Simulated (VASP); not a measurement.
# InGa3As2 (P6/mmm) in VASP: a series of runs

The runs below take InGa3As2 through single point, with PBE.

All numbers are computed with VASP 6.6.1; they aren't measurements. Logs are shortened: lines on timing, memory, paths and dates and some standing lists are left out, and cuts for length are marked.

## (1) The cell of the first run

Symmetry: P6/mmm, No. 191, hexagonal system. Conventional cell: a = 6.406 Å, b = 6.406 Å, c = 3.542 Å, α = 90.00°, β = 90.00°, γ = 120.00°. Within 4.7 Å of In (site symmetry 6/mmm) lie 2 In at 3.54 Å and 12 Ga at 3.66 Å and 6 As at 3.70 Å. Ga (site symmetry mmm) has 4 As at 2.56 Å and 4 Ga at 3.20 Å within 3.4 Å. Within 3.4 Å of As (site symmetry -6m2) lie 6 Ga at 2.56 Å.

## (2) Single point, PBE

Contents of INCAR:

```
PREC = Accurate
ENCUT = 520
EDIFF = 1E-6
ISMEAR = 0
SIGMA = 0.1
LREAL = False
LASPH = True
NELM = 80
ALGO = Normal
ISIF = 2
LWAVE = False
LCHARG = False
GGA = PE
NBANDS = 40
```

Contents of KPOINTS:

```
regular mesh
0
Gamma
  3 3 6
```

Contents of POSCAR:

```
InGa3As2
1.0
    6.4056142800      0.0000000000      0.0000000000
   -3.2028071400      5.5474246900      0.0000000000
    0.0000000000      0.0000000000      3.5424092200
In Ga As
1 3 2
Direct
    0.0000000000      0.0000000000      0.0000000000
    0.5000000000      0.0000000000      0.5000000000
    0.5000000000      0.5000000000      0.5000000000
    0.0000000000      0.5000000000      0.5000000000
    0.3333333300      0.6666666700      0.0000000000
    0.6666666700      0.3333333300      0.0000000000
```

Potentials or basis: VASP PAW PBE potentials, release 64 (In_d, Ga_d, As).

The run is started by

```bash
$ cat potpaw_PBE.64/In_d/POTCAR potpaw_PBE.64/Ga_d/POTCAR potpaw_PBE.64/As/POTCAR > POTCAR
$ mpirun -np 1 vasp_std > vasp.out
```

OUTCAR:

```text
PREC = Accurate
   ENCUT = 520
   EDIFF = 1E-6
   ISMEAR = 0
   LREAL = False
   LASPH = True
   NELM = 80
   ISIF = 2
   GGA = PE

 ion  position               nearest neighbor table
   1  0.000  0.000  0.000-
   2  0.500  0.000  0.500-   5 2.56   6 2.56   5 2.56   6 2.56
   3  0.500  0.500  0.500-   5 2.56   6 2.56   5 2.56   6 2.56
   4  0.000  0.500  0.500-   5 2.56   6 2.56   5 2.56   6 2.56
   5  0.333  0.667  0.000-   2 2.56   2 2.56   4 2.56   4 2.56   3 2.56   3 2.56
   6  0.667  0.333  0.000-   2 2.56   2 2.56   4 2.56   4 2.56   3 2.56   3 2.56

  LATTYP: Found a hexagonal cell.
 ALAT       =     6.4056142800
 C/A-ratio  =     0.5530163174

  Lattice vectors:

 A1 = (   6.4056142800,   0.0000000000,   0.0000000000)
 A2 = (  -3.2028071400,   5.5474246900,   0.0000000000)
 A3 = (   0.0000000000,   0.0000000000,   3.5424092200)

Analysis of symmetry for initial positions (statically):
=====================================================================
 Subroutine PRICEL returns:
 Original cell was already a primitive cell.

 Routine SETGRP: Setting up the symmetry group for a
 hexagonal supercell.

 Subroutine GETGRP returns: Found 24 space group operations
 (whereof 24 operations were pure point group operations)
 out of a pool of 24 trial point group operations.

The static configuration has the point symmetry D_6h.

Analysis of symmetry for dynamics (positions and initial velocities):
=====================================================================
 Subroutine PRICEL returns:
 Original cell was already a primitive cell.

 Routine SETGRP: Setting up the symmetry group for a
 hexagonal supercell.

 Subroutine GETGRP returns: Found 24 space group operations
 (whereof 24 operations were pure point group operations)
 out of a pool of 24 trial point group operations.

The dynamic configuration has the point symmetry D_6h.

 Subroutine INISYM returns: Found 24 space group operations
 (whereof 24 operations are pure point group operations),
 and found     1 'primitive' translations

----------------------------------------------------------------------------------------

                                     Primitive cell

  volume of cell :     125.8783

  direct lattice vectors                    reciprocal lattice vectors
     6.405614280  0.000000000  0.000000000     0.156113053  0.090131913  0.000000000
    -3.202807140  5.547424690  0.000000000     0.000000000  0.180263826  0.000000000
     0.000000000  0.000000000  3.542409220     0.000000000  0.000000000  0.282293755

  length of vectors
     6.405614280  6.405614277  3.542409220     0.180263826  0.180263826  0.282293755

  position of ions in fractional coordinates (direct lattice)
     0.000000000  0.000000000  0.000000000
     0.500000000  0.000000000  0.500000000
     0.500000000  0.500000000  0.500000000
     0.000000000  0.500000000  0.500000000
     0.333333330  0.666666670  0.000000000
     0.666666670  0.333333330  0.000000000

  ion indices of the primitive-cell ions
   primitive index   ion index
                 1           1
                 2           2
                 3           3
                 4           4
                 5           5
                 6           6

----------------------------------------------------------------------------------------

 KPOINTS: regular mesh

Automatic generation of k-mesh.
 Grid dimensions read from file:
 generate k-points for:    3    3    6

 Generating k-lattice:

  Cartesian coordinates                     Fractional coordinates (reciprocal lattice)
     0.052037684  0.030043971  0.000000000     0.333333333  0.000000000  0.000000000
     0.000000000  0.060087942  0.000000000     0.000000000  0.333333333  0.000000000
     0.000000000  0.000000000  0.047048959     0.000000000  0.000000000  0.166666667

  Length of vectors
     0.060087942  0.060087942  0.047048959

  Shift w.r.t. Gamma in fractional coordinates (k-lattice)
     0.000000000  0.000000000  0.000000000

 Subroutine IBZKPT returns following result:
 ===========================================

 Found     12 irreducible k-points:

 Following reciprocal coordinates:
            Coordinates               Weight
  0.000000  0.000000  0.000000      1.000000
  0.333333 -0.000000  0.000000      6.000000
  0.333333  0.333333  0.000000      2.000000
  0.000000  0.000000  0.166667      2.000000
  0.333333 -0.000000  0.166667     12.000000
  0.333333  0.333333  0.166667      4.000000
  0.000000  0.000000  0.333333      2.000000
  0.333333 -0.000000  0.333333     12.000000
  0.333333  0.333333  0.333333      4.000000
  0.000000  0.000000  0.500000      1.000000
  0.333333 -0.000000  0.500000      6.000000
  0.333333  0.333333  0.500000      2.000000
   k-points           NKPTS =     12   k-points in BZ     NKDIM =     12   number of bands    NBANDS=     40
   number of dos      NEDOS =    301   number of ions     NIONS =      6
   total plane-waves  NPLWV =  64512
   dimension x,y,z NGX =    48 NGY =   48 NGZ =   28
   dimension x,y,z NGXF=    96 NGYF=   96 NGZF=   56
   ions per type =               1   3   2
   NGX,Y,Z   is equivalent  to a cutoff of  12.46, 12.46, 13.14 a.u.
   NGXF,Y,Z  is equivalent  to a cutoff of  24.92, 24.92, 26.28 a.u.
 SYSTEM =  unknown system
   PREC   = accura    normal or accurate (medium, high low for compatibility)
   ISTART =      0    job   : 0-new  1-cont  2-samecut
   ICHARG =      2    charge: 1-file 2-atom 10-const
   ISPIN  =      1    spin polarized calculation?
   LNONCOLLINEAR =      F non collinear calculations
   LSORBIT =      F    spin-orbit coupling
   LASPH  =      T    aspherical Exc in radial PAW
   ENCUT  =  520.0 eV  38.22 Ry    6.18 a.u.  11.91 11.91  6.59*2*pi/ulx,y,z
   NELM   =     80;   NELMIN=  2; NELMDL= -5     # of ELM steps
   EDIFF  = 0.1E-05   stopping-criterion for ELM
   LREAL  =      F    real-space projection
   EDIFFG = 0.1E-04   stopping-criterion for IOM
   NSW    =      0    number of steps for IOM
   IBRION =     -1    ionic relax: 0-MD 1-quasi-New 2-CG
   NFREE  =      0    steps in history (QN), initial steepest desc. (CG)
   ISIF   =      2    stress and relaxation
   ISYM   =      2    0-nonsym 1-usesym 2-fastsym
   POTIM  = 0.5000    time-step for ionic-motion
   TEBEG  =    0.0;   TEEND  =   0.0 temperature during run
   PSTRESS=    0.0 pullay stress
   NELECT =      62.0000    total number of electrons
   NUPDOWN=      -1.0000    fix difference up-down
   EMIN   =  10.00;   EMAX   =-10.00  energy-range for DOS
   EFERMI =   0.00;   METHOD = LEGACY
   ISMEAR =     0;   SIGMA  =   0.10  broadening in eV -4-tet -1-fermi 0-gaus
   EFERMI_NEDOS =   21; number of points for ismear=-14 and -15
   IALGO  =     38    algorithm
   IMIX   =      4    mixing-type and parameters
     AMIX     =   0.40;   BMIX     =  1.00
     AMIX_MAG =   1.60;   BMIX_MAG =  1.00
  volume/ion in A,a.u.               =      20.98       141.58
  Fermi-wavevector in a.u.,A,eV,Ry     =   1.292871  2.443171 22.742337  1.671515
  Thomas-Fermi vector in A             =   2.424552
   LORBIT       =      0    0 simple, 1 ext, 2 COOP (PROOUT), +10 PAW based schemes
   GGA     = PE    functional components
   LHFCALC =     F    Hartree Fock is set to
   AEXX    =    0.0000 exact exchange contribution
   IVDW    =     0    specifies the selected vdW correction
   LEPSILON=     F    determine dielectric tensor
   LRPA    =     F    only Hartree local field effects (RPA)
 non-spin polarized calculation
 Gauss-broadening in eV      SIGMA  =   0.10
  energy-cutoff  :      520.00
  volume of cell :      125.88
 maximum number of plane-waves:      3427
 NGX is ok and might be reduce to    48
   NGX = 23   NGY = 23   NGZ = 13

 number of electron      62.0000003 magnetization

 Free energy of the ion-electron system (eV)
  ---------------------------------------------------
  ext. energy  EPLUGINS =         0.00000000
  ---------------------------------------------------
  free energy    TOTEN  =       -19.42393664 eV

  energy without entropy =      -19.39791686  energy(sigma->0) =      -19.41092675

 E-fermi :   6.0347     XC(G=0): -10.4108

 val. band max:        6.0242183712   @ k =   0.0000   0.0000   0.0000
 cond. band min:       6.1609645698   @ k =   0.3333   0.3333   0.3333
 fundamental gap:      0.1367461986
 Fermi energy:         6.0346762107

 k-point     1 :       0.0000    0.0000    0.0000
  band No.  band energies     occupation
      1      -9.5388      2.00000
      2      -9.3388      2.00000
      3      -9.3033      2.00000
      4      -9.3033      2.00000
      5      -9.2967      2.00000
      6      -9.2673      2.00000
[... 32 lines left out ...]
     39      10.7898      0.00000
     40      12.1554      0.00000

 k-point     2 :       0.3333   -0.0000    0.0000
  band No.  band energies     occupation
      1      -9.4657      2.00000
      2      -9.3143      2.00000
      3      -9.3081      2.00000
      4      -9.2978      2.00000
      5      -9.2739      2.00000
      6      -9.2695      2.00000
[... 32 lines left out ...]
     39      10.9927      0.00000
     40      11.6577      0.00000

 k-point     3 :       0.3333    0.3333    0.0000
  band No.  band energies     occupation
      1      -9.3768      2.00000
      2      -9.3768      2.00000
      3      -9.2852      2.00000
      4      -9.2805      2.00000
      5      -9.2805      2.00000
      6      -9.2683      2.00000
[... 32 lines left out ...]
     39      12.3252      0.00000
     40      12.3556      0.00000

 k-point     4 :       0.0000    0.0000    0.1667
  band No.  band energies     occupation
      1      -9.4873      2.00000
      2      -9.4107      2.00000
      3      -9.3009      2.00000
      4      -9.3009      2.00000
      5      -9.2793      2.00000
      6      -9.2525      2.00000
[... 32 lines left out ...]
     39      11.5507      0.00000
     40      11.8268      0.00000
[... 256 lines left out ...]
     39      11.5557      0.00000
     40      11.5557      0.00000

 k-point    11 :       0.3333   -0.0000    0.5000
  band No.  band energies     occupation
      1      -9.5331      2.00000
      2      -9.3542      2.00000
      3      -9.3457      2.00000
      4      -9.2872      2.00000
      5      -9.2816      2.00000
      6      -9.2576      2.00000
[... 32 lines left out ...]
     39      11.8906      0.00000
     40      11.9308      0.00000

 k-point    12 :       0.3333    0.3333    0.5000
  band No.  band energies     occupation
      1      -9.4491      2.00000
      2      -9.4491      2.00000
      3      -9.2951      2.00000
      4      -9.2951      2.00000
      5      -9.2769      2.00000
      6      -9.2698      2.00000
[... 32 lines left out ...]
     39       9.8225      0.00000
     40      10.7758      0.00000

------------------------ aborting loop because EDIFF is reached ----------------------------------------

  FORCE on cell =-STRESS in cart. coord.  units (eV):
  Direction    XX          YY          ZZ          XY          YZ          ZX
  --------------------------------------------------------------------------------------
  -------------------------------------------------------------------------------------
  Total        6.2681864      6.2681864      6.2743044      0.0000000      0.0000000      0.0000000
  in kB       79.7813823     79.7813822     79.8592528      0.0000000      0.0000000      0.0000000
  external PRESSURE =      79.8073391 kB  Pullay stress =       0.0000000 kB

 VOLUME and BASIS-vectors are now :
 -----------------------------------------------------------------------------
  energy-cutoff  :      520.00
  volume of cell :      125.88
      direct lattice vectors                 reciprocal lattice vectors
     6.405614280  0.000000000  0.000000000     0.156113053  0.090131913  0.000000000
    -3.202807140  5.547424690  0.000000000     0.000000000  0.180263826  0.000000000
     0.000000000  0.000000000  3.542409220     0.000000000  0.000000000  0.282293755

 POSITION                                       TOTAL-FORCE (eV/Angst)
 -----------------------------------------------------------------------------------
      0.00000      0.00000      0.00000        -0.000000      0.000000      0.000000
      3.20281      0.00000      1.77120        -0.000000      0.000000      0.000000
      1.60140      2.77371      1.77120        -0.000000      0.000000      0.000000
     -1.60140      2.77371      1.77120        -0.000000      0.000000      0.000000
     -0.00000      3.69828      0.00000         0.000000      0.000000      0.000000
      3.20281      1.84914      0.00000         0.000000     -0.000000      0.000000
 -----------------------------------------------------------------------------------
    total drift:                                0.000000      0.000000     -0.000000

  FREE ENERGIE OF THE ION-ELECTRON SYSTEM (eV)
  ---------------------------------------------------
  free  energy   TOTEN  =       -19.4239366387 eV

  energy  without entropy=      -19.3979168622  energy(sigma->0) =      -19.41092675
```

Run time: 35 s. Hardware: 1 thread of Intel Xeon Platinum 8488C (Sapphire Rapids), shared host; peak memory 0.27 GiB.

What came out:

```yaml
Free_energy: -19.4239 eV
Pressure: 8.0 GPa
Band_gap_on_the_k_mesh: zero (band 31 reaches 6.82 eV, above the bottom of band 32 at 4.88 eV)
```

Caveat: the k points lie up to 0.38 Å⁻¹ apart; spin-orbit coupling is left out, which moves the levels of the heavy elements.

## (3) Single point, PBE

This run uses another cell than the first one, of 23.84 Å³/atom, 1.136 times its volume.

Contents of INCAR:

```
ALGO = Fast
EDIFF = 1E-6
ENCUT = 520
GGA = PE
ISIF = 2
ISMEAR = 0
LASPH = T
LCHARG = F
LREAL = F
LWAVE = F
NBANDS = 40
NELM = 60
PREC = Accurate
SIGMA = 0.1
```

Contents of KPOINTS:

```
k-points
0
Gamma
  3 3 6
```

Contents of POSCAR:

```
InGa3As2
1.0
    6.7278473484      0.0000000000      0.0000000000
   -3.3639236742      5.8264867165      0.0000000000
    0.0000000000      0.0000000000      3.6486449272
In Ga As
1 3 2
Direct
    0.0000000000      0.0000000000      0.0000000000
    0.5000000000      0.0000000000      0.5000000000
    0.5000000000      0.5000000000      0.5000000000
    0.0000000000      0.5000000000      0.5000000000
    0.3333333333      0.6666666667      0.0000000000
    0.6666666667      0.3333333333      0.0000000000
```

Potentials or basis: VASP PAW PBE potentials, release 64 (In_d, Ga_d, As).

The run is started by

```bash
$ cat potpaw_PBE.64/In_d/POTCAR potpaw_PBE.64/Ga_d/POTCAR potpaw_PBE.64/As/POTCAR > POTCAR
$ mpirun -np 1 vasp_std > vasp.out
```

It took 90 s on 1 thread of Intel Xeon Platinum 8488C (Sapphire Rapids), shared host; peak memory 0.28 GiB.

Results (log left out):

* Free energy: -19.8253 eV
* Pressure: 0.3 GPa
* Band gap on the k mesh: zero (band 31 reaches 5.52 eV, above the bottom of band 32 at 3.75 eV)

Stress tensor (GPa, compression positive):
```
0.26 0.00 0.00
0.00 0.26 0.00
0.00 0.00 0.51
```

Levels at points of the mesh, in eV from the Fermi level:
| k point | band 28 | band 29 | band 30 | band 31 | band 32 | band 33 | band 34 | band 35 |
| --- | --- | --- | --- | --- | --- | --- | --- | --- |
| (0.00, 0.00, 0.00) | -1.97 | -1.72 | 0.06 | 0.68 | 0.68 | 2.42 | 3.20 | 3.20 |
| (0.00, 0.00, 0.50) | -4.08 | -3.40 | -1.38 | -1.38 | -0.66 | -0.43 | -0.43 | 3.00 |

Caveat: spin-orbit coupling is left out, which moves the levels of the heavy elements.
